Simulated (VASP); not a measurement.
# Mn (Pm-3m) in VASP: a series of runs

Runs on Mn. Level: revPBE. Tasks: single point.

Program: VASP 6.6.1. These are calculated values, not measurements. Logs are shortened: lines on timing, memory, paths and dates and some standing lists are left out, and cuts for length are marked.

## (1) The cell of the first run

It takes space group Pm-3m (No. 221, cubic). The conventional cell has a = 2.297 Å, b = 2.297 Å, c = 2.297 Å, α = 90.00°, β = 90.00°, γ = 90.00°. Mn (site symmetry m-3m) has 6 Mn at 2.30 Å within 3.0 Å.

## (2) Single point, revPBE

Contents of INCAR:

```
PREC = Accurate
ENCUT = 520
EDIFF = 1E-6
ISMEAR = -1
SIGMA = 0.1
LREAL = F
LASPH = T
NELM = 80
ALGO = Normal
ISIF = 2
LWAVE = F
LCHARG = F
GGA = RE
NBANDS = 12
```

Contents of KPOINTS:

```
regular mesh
0
Gamma
  15 15 15
```

Contents of POSCAR:

```
Mn
1.0
    2.2973690587      0.0000000000      0.0000000000
    0.0000000000      2.2973690587      0.0000000000
    0.0000000000      0.0000000000      2.2973690587
Mn
1
Direct
    0.0000000000      0.0000000000      0.0000000000
```

Potentials or basis: VASP PAW PBE potentials, release 64 (Mn_pv).

Run with:

```
> cat potpaw_PBE.64/Mn_pv/POTCAR > POTCAR
> mpirun -np 1 vasp_std > vasp.out
```

OUTCAR:

```text
PREC = Accurate
   ENCUT = 520
   EDIFF = 1E-6
   ISMEAR = -1
   LREAL = F
   LASPH = T
   NELM = 80
   ISIF = 2
   GGA = RE

 ion  position               nearest neighbor table
   1  0.000  0.000  0.000-

  LATTYP: Found a simple cubic cell.
 ALAT       =     2.2973690587

  Lattice vectors:

 A1 = (   2.2973690587,   0.0000000000,   0.0000000000)
 A2 = (   0.0000000000,   2.2973690587,   0.0000000000)
 A3 = (   0.0000000000,   0.0000000000,   2.2973690587)

Analysis of symmetry for initial positions (statically):
=====================================================================
 Subroutine PRICEL returns:
 Original cell was already a primitive cell.

 Routine SETGRP: Setting up the symmetry group for a
 simple cubic supercell.

 Subroutine GETGRP returns: Found 48 space group operations
 (whereof 48 operations were pure point group operations)
 out of a pool of 48 trial point group operations.

The static configuration has the point symmetry O_h .

Analysis of symmetry for dynamics (positions and initial velocities):
=====================================================================
 Subroutine PRICEL returns:
 Original cell was already a primitive cell.

 Routine SETGRP: Setting up the symmetry group for a
 simple cubic supercell.

 Subroutine GETGRP returns: Found 48 space group operations
 (whereof 48 operations were pure point group operations)
 out of a pool of 48 trial point group operations.

The dynamic configuration has the point symmetry O_h .

 Subroutine INISYM returns: Found 48 space group operations
 (whereof 48 operations are pure point group operations),
 and found     1 'primitive' translations

----------------------------------------------------------------------------------------

                                     Primitive cell

  volume of cell :      12.1253

  direct lattice vectors                    reciprocal lattice vectors
     2.297369059  0.000000000  0.000000000     0.435280521  0.000000000  0.000000000
     0.000000000  2.297369059  0.000000000     0.000000000  0.435280521  0.000000000
     0.000000000  0.000000000  2.297369059     0.000000000  0.000000000  0.435280521

  length of vectors
     2.297369059  2.297369059  2.297369059     0.435280521  0.435280521  0.435280521

  position of ions in fractional coordinates (direct lattice)
     0.000000000  0.000000000  0.000000000

  ion indices of the primitive-cell ions
   primitive index   ion index
                 1           1

----------------------------------------------------------------------------------------

 KPOINTS: regular mesh

Automatic generation of k-mesh.
 Grid dimensions read from file:
 generate k-points for:   15   15   15

 Generating k-lattice:

  Cartesian coordinates                     Fractional coordinates (reciprocal lattice)
     0.029018701  0.000000000  0.000000000     0.066666667  0.000000000  0.000000000
     0.000000000  0.029018701  0.000000000     0.000000000  0.066666667  0.000000000
     0.000000000  0.000000000  0.029018701     0.000000000  0.000000000  0.066666667

  Length of vectors
     0.029018701  0.029018701  0.029018701

  Shift w.r.t. Gamma in fractional coordinates (k-lattice)
     0.000000000  0.000000000  0.000000000

 Subroutine IBZKPT returns following result:
 ===========================================

 Found    120 irreducible k-points:

 Following reciprocal coordinates:
            Coordinates               Weight
  0.000000  0.000000  0.000000      1.000000
  0.066667  0.000000  0.000000      6.000000
  0.133333  0.000000  0.000000      6.000000
  0.200000  0.000000  0.000000      6.000000
  0.266667  0.000000  0.000000      6.000000
  0.333333  0.000000  0.000000      6.000000
[... 16 lines left out ...]
  0.266667  0.200000  0.000000     24.000000
  0.333333  0.200000  0.000000     24.000000
 [... further k-points ...]
   k-points           NKPTS =    120   k-points in BZ     NKDIM =    120   number of bands    NBANDS=     12
   number of dos      NEDOS =    301   number of ions     NIONS =      1
   total plane-waves  NPLWV =   5832
   dimension x,y,z NGX =    18 NGY =   18 NGZ =   18
   dimension x,y,z NGXF=    36 NGYF=   36 NGZF=   36
   ions per type =               1
   NGX,Y,Z   is equivalent  to a cutoff of  13.03, 13.03, 13.03 a.u.
   NGXF,Y,Z  is equivalent  to a cutoff of  26.05, 26.05, 26.05 a.u.
 SYSTEM =  unknown system
   PREC   = accura    normal or accurate (medium, high low for compatibility)
   ISTART =      0    job   : 0-new  1-cont  2-samecut
   ICHARG =      2    charge: 1-file 2-atom 10-const
   ISPIN  =      1    spin polarized calculation?
   LNONCOLLINEAR =      F non collinear calculations
   LSORBIT =      F    spin-orbit coupling
   LASPH  =      T    aspherical Exc in radial PAW
   ENCUT  =  520.0 eV  38.22 Ry    6.18 a.u.   4.27  4.27  4.27*2*pi/ulx,y,z
   NELM   =     80;   NELMIN=  2; NELMDL= -5     # of ELM steps
   EDIFF  = 0.1E-05   stopping-criterion for ELM
   LREAL  =      F    real-space projection
   EDIFFG = 0.1E-04   stopping-criterion for IOM
   NSW    =      0    number of steps for IOM
   IBRION =     -1    ionic relax: 0-MD 1-quasi-New 2-CG
   NFREE  =      0    steps in history (QN), initial steepest desc. (CG)
   ISIF   =      2    stress and relaxation
   ISYM   =      2    0-nonsym 1-usesym 2-fastsym
   POTIM  = 0.5000    time-step for ionic-motion
   TEBEG  =    0.0;   TEEND  =   0.0 temperature during run
   PSTRESS=    0.0 pullay stress
   NELECT =      13.0000    total number of electrons
   NUPDOWN=      -1.0000    fix difference up-down
   EMIN   =  10.00;   EMAX   =-10.00  energy-range for DOS
   EFERMI =   0.00;   METHOD = LEGACY
   ISMEAR =    -1;   SIGMA  =   0.10  broadening in eV -4-tet -1-fermi 0-gaus
   EFERMI_NEDOS =   21; number of points for ismear=-14 and -15
   IALGO  =     38    algorithm
   IMIX   =      4    mixing-type and parameters
     AMIX     =   0.40;   BMIX     =  1.00
     AMIX_MAG =   1.60;   BMIX_MAG =  1.00
  volume/ion in A,a.u.               =      12.13        81.83
  Fermi-wavevector in a.u.,A,eV,Ry     =   1.675554  3.166339 38.198116  2.807482
  Thomas-Fermi vector in A             =   2.760153
   LORBIT       =      0    0 simple, 1 ext, 2 COOP (PROOUT), +10 PAW based schemes
   GGA     = RE    functional components
   LHFCALC =     F    Hartree Fock is set to
   AEXX    =    0.0000 exact exchange contribution
   IVDW    =     0    specifies the selected vdW correction
   LEPSILON=     F    determine dielectric tensor
   LRPA    =     F    only Hartree local field effects (RPA)
 non-spin polarized calculation
  energy-cutoff  :      520.00
  volume of cell :       12.13
 maximum number of plane-waves:       341
 NGX is ok and might be reduce to    18
   NGX =  9   NGY =  9   NGZ =  9

 number of electron      13.0000008 magnetization

 Free energy of the ion-electron system (eV)
  ---------------------------------------------------
  ext. energy  EPLUGINS =         0.00000000
  ---------------------------------------------------
  free energy    TOTEN  =        -7.66563333 eV

  energy without entropy =       -7.60198717  energy(sigma->0) =       -7.63381025

 E-fermi :   9.3233     XC(G=0): -13.0928

 val. band max:        9.3220350825   @ k =   0.4000   0.3333   0.2667
 cond. band min:       9.3291931016   @ k =   0.4000   0.0667   0.0000
 fundamental gap:      0.0071580190
 Fermi energy:         9.3232763565

 k-point     1 :       0.0000    0.0000    0.0000
  band No.  band energies     occupation
      1     -38.4668      2.00000
      2     -38.4668      2.00000
      3     -38.4668      2.00000
      4       1.3925      2.00000
      5       5.7267      2.00000
      6       5.7267      2.00000
      7      10.9247      0.00000
      8      10.9247      0.00000
      9      10.9247      0.00000
     10      29.4574      0.00000
     11      29.4574      0.00000
     12      29.4574      0.00000

 k-point     2 :       0.0667    0.0000    0.0000
  band No.  band energies     occupation
      1     -38.5033      2.00000
      2     -38.4637      2.00000
      3     -38.4637      2.00000
      4       1.5359      2.00000
      5       5.7552      2.00000
      6       5.8209      2.00000
      7      10.8379      0.00000
      8      10.8379      0.00000
      9      10.9314      0.00000
     10      27.9960      0.00000
     11      29.6709      0.00000
     12      29.6709      0.00000

 k-point     3 :       0.1333    0.0000    0.0000
  band No.  band energies     occupation
      1     -38.6062      2.00000
      2     -38.4549      2.00000
      3     -38.4549      2.00000
      4       1.9528      2.00000
      5       5.8366      2.00000
      6       6.0940      2.00000
      7      10.5990      0.00001
      8      10.5990      0.00001
      9      10.9505      0.00000
     10      25.4301      0.00000
     11      30.2910      0.00000
     12      30.2910      0.00000

 k-point     4 :       0.2000    0.0000    0.0000
  band No.  band energies     occupation
      1     -38.7561      2.00000
      2     -38.4419      2.00000
      3     -38.4419      2.00000
      4       2.6039      2.00000
      5       5.9588      2.00000
      6       6.5156      2.00000
      7      10.2626      0.00017
      8      10.2626      0.00017
      9      10.9787      0.00000
     10      22.8328      0.00000
     11      31.2657      0.00000
     12      31.2657      0.00000

 k-point     5 :       0.2667    0.0000    0.0000
  band No.  band energies     occupation
      1     -38.9262      2.00000
      2     -38.4270      2.00000
      3     -38.4270      2.00000
      4       3.4245      2.00000
      5       6.1025      2.00000
      6       7.0301      2.00000
      7       9.8964      0.00647
      8       9.8964      0.00647
      9      11.0112      0.00000
     10      20.4413      0.00000
     11      32.5311      0.00000
     12      32.5311      0.00000

 k-point     6 :       0.3333    0.0000    0.0000
  band No.  band energies     occupation
      1     -39.0867      2.00000
      2     -38.4127      2.00000
      3     -38.4127      2.00000
      4       4.3192      2.00000
      5       6.2437      2.00000
      6       7.5547      2.00000
      7       9.5637      0.16571
      8       9.5637      0.16570
      9      11.0425      0.00000
     10      18.3789      0.00000
     11      32.2588      0.00000
     12      34.0254      0.00000

 k-point     7 :       0.4000    0.0000    0.0000
  band No.  band energies     occupation
      1     -39.2109      2.00000
      2     -38.4015      2.00000
      3     -38.4015      2.00000
      4       5.1397      2.00000
      5       6.3566      2.00000
      6       7.9866      2.00000
      7       9.3142      1.04513
      8       9.3142      1.04511
      9      11.0670      0.00000
     10      16.7914      0.00000
     11      31.8393      0.00000
     12      35.6867      0.00000

 k-point     8 :       0.4667    0.0000    0.0000
  band No.  band energies     occupation
      1     -39.2783      2.00000
      2     -38.3954      2.00000
      3     -38.3954      2.00000
      4       5.6618      2.00000
      5       6.4194      2.00000
      6       8.2294      1.99996
      7       9.1813      1.61065
      8       9.1813      1.61064
      9      11.0805      0.00000
     10      15.8929      0.00000
     11      31.6068      0.00000
     12      35.8243      0.00000
[... 166 lines left out ...]
 k-point    20 :       0.4000    0.1333    0.0000
  band No.  band energies     occupation
      1     -39.1926      2.00000
      2     -38.5340      2.00000
      3     -38.3902      2.00000
      4       5.4934      2.00000
      5       6.6520      2.00000
      6       7.4131      2.00000
      7       9.3716      0.76281
      8      10.0983      0.00086
      9      10.7858      0.00000
     10      17.0111      0.00000
     11      29.3506      0.00000
     12      33.7443      0.00000

 k-point    21 :       0.4667    0.1333    0.0000
  band No.  band energies     occupation
      1     -39.2595      2.00000
      2     -38.5273      2.00000
      3     -38.3841      2.00000
      4       6.0645      2.00000
      5       6.7926      2.00000
      6       7.0967      2.00000
      7       9.2415      1.38764
      8      10.5637      0.00001
      9      10.8024      0.00000
     10      15.9311      0.00000
     11      29.9014      0.00000
     12      33.9768      0.00000

 k-point    22 :       0.2000    0.2000    0.0000
  band No.  band energies     occupation
      1     -38.7372      2.00000
      2     -38.7146      2.00000
      3     -38.4175      2.00000
      4       3.6773      2.00000
      5       6.4113      2.00000
      6       7.0988      2.00000
      7       9.6576      0.06823
      8      10.2687      0.00016
      9      10.4296      0.00003
     10      23.2554      0.00000
     11      24.8797      0.00000
     12      32.9771      0.00000

 k-point    23 :       0.2667    0.2000    0.0000
  band No.  band energies     occupation
      1     -38.8937      2.00000
      2     -38.7071      2.00000
      3     -38.4029      2.00000
      4       4.3491      2.00000
      5       6.5521      2.00000
      6       7.5499      2.00000
      7       9.5248      0.23532
      8       9.9823      0.00274
      9      10.4168      0.00004
     10      21.2862      0.00000
     11      25.2269      0.00000
     12      34.2305      0.00000

 k-point    24 :       0.3333    0.2000    0.0000
  band No.  band energies     occupation
      1     -39.0510      2.00000
      2     -38.6901      2.00000
      3     -38.3888      2.00000
      4       5.0334      2.00000
      5       6.6354      2.00000
      6       7.7823      2.00000
      7       9.6716      0.05959
      8       9.8633      0.00899
      9      10.4567      0.00002
     10      19.1256      0.00000
     11      26.1339      0.00000
     12      33.7230      0.00000

 [... further k-points ...]
[... 5 lines left out ...]
  --------------------------------------------------------------------------------------
  -------------------------------------------------------------------------------------
  Total        0.0123229      0.0123229      0.0123229      0.0000000     -0.0000000      0.0000000
  in kB        1.6282819      1.6282819      1.6282819      0.0000000     -0.0000000      0.0000000
  external PRESSURE =       1.6282819 kB  Pullay stress =       0.0000000 kB

 VOLUME and BASIS-vectors are now :
 -----------------------------------------------------------------------------
  energy-cutoff  :      520.00
  volume of cell :       12.13
      direct lattice vectors                 reciprocal lattice vectors
     2.297369059  0.000000000  0.000000000     0.435280521  0.000000000  0.000000000
     0.000000000  2.297369059  0.000000000     0.000000000  0.435280521  0.000000000
     0.000000000  0.000000000  2.297369059     0.000000000  0.000000000  0.435280521

 POSITION                                       TOTAL-FORCE (eV/Angst)
 -----------------------------------------------------------------------------------
      0.00000      0.00000      0.00000         0.000000      0.000000      0.000000
 -----------------------------------------------------------------------------------
    total drift:                               -0.000000      0.000000      0.000000

  FREE ENERGIE OF THE ION-ELECTRON SYSTEM (eV)
  ---------------------------------------------------
  free  energy   TOTEN  =        -7.6656333321 eV

  energy  without entropy=       -7.6019871713  energy(sigma->0) =       -7.63381025
```

Run time: 11 s. Hardware: 1 thread of Intel Xeon Platinum 8488C (Sapphire Rapids), shared host; peak memory 0.13 GiB.

Results:

```
Free energy : -7.6656 eV
Pressure    : 0.2 GPa
```

Levels at points of the mesh, in eV from the Fermi level:
```tsv
k point	band 2	band 3	band 4	band 5	band 6	band 7	band 8	band 9	band 10	band 11
(0.00, 0.00, 0.00)	-47.79	-47.79	-7.93	-3.60	-3.60	1.60	1.60	1.60	20.13	20.13
```

Caveat: the PAW data sets were made with another functional, which shifts forces and pressure a little; the run has no spin polarisation, though such a crystal can be magnetic.

## (3) Single point, revPBE (volume scaled by 1.04)

Contents of INCAR:

```
SYSTEM = Mn
PREC = Accurate
ENCUT = 520
EDIFF = 1E-7
ISMEAR = -1
SIGMA = 0.1
LREAL = .FALSE.
LASPH = .TRUE.
NELM = 60
ALGO = Normal
ISIF = 2
LWAVE = .FALSE.
LCHARG = .FALSE.
GGA = RE
NBANDS = 12
```

Contents of KPOINTS:

```
regular mesh
0
G
  15 15 15
  0 0 0
```

Contents of POSCAR:

```
Mn
1.0
    2.3276010659      0.0000000000      0.0000000000
    0.0000000000      2.3276010659      0.0000000000
    0.0000000000      0.0000000000      2.3276010659
Mn
1
Direct
    0.0000000000      0.0000000000      0.0000000000
```

Potentials or basis: VASP PAW PBE potentials, release 64 (Mn_pv).

Run with:

```
> cat potpaw_PBE.64/Mn_pv/POTCAR > POTCAR
> mpirun -np 1 vasp_std > vasp.out
```

Wall time 9.1 s (1 thread of Intel Xeon Platinum 8488C (Sapphire Rapids), shared host); peak memory 0.13 GiB.

Results (log left out):

| Property | Result |
| --- | --- |
| Free energy | -7.6550 eV |
| Pressure | -7.1 GPa |

Levels at points of the mesh, in eV from the Fermi level:
| k point | band 3 | band 4 | band 5 | band 6 | band 7 | band 8 | band 9 | band 10 |
| --- | --- | --- | --- | --- | --- | --- | --- | --- |
| (0.00, 0.00, 0.00) | -47.80 | -7.74 | -3.41 | -3.41 | 1.51 | 1.51 | 1.51 | 19.65 |

Caveat: the PAW data sets were made with another functional, which shifts forces and pressure a little; the run has no spin polarisation, though such a crystal can be magnetic.

(Continued in part 2 of 2.)
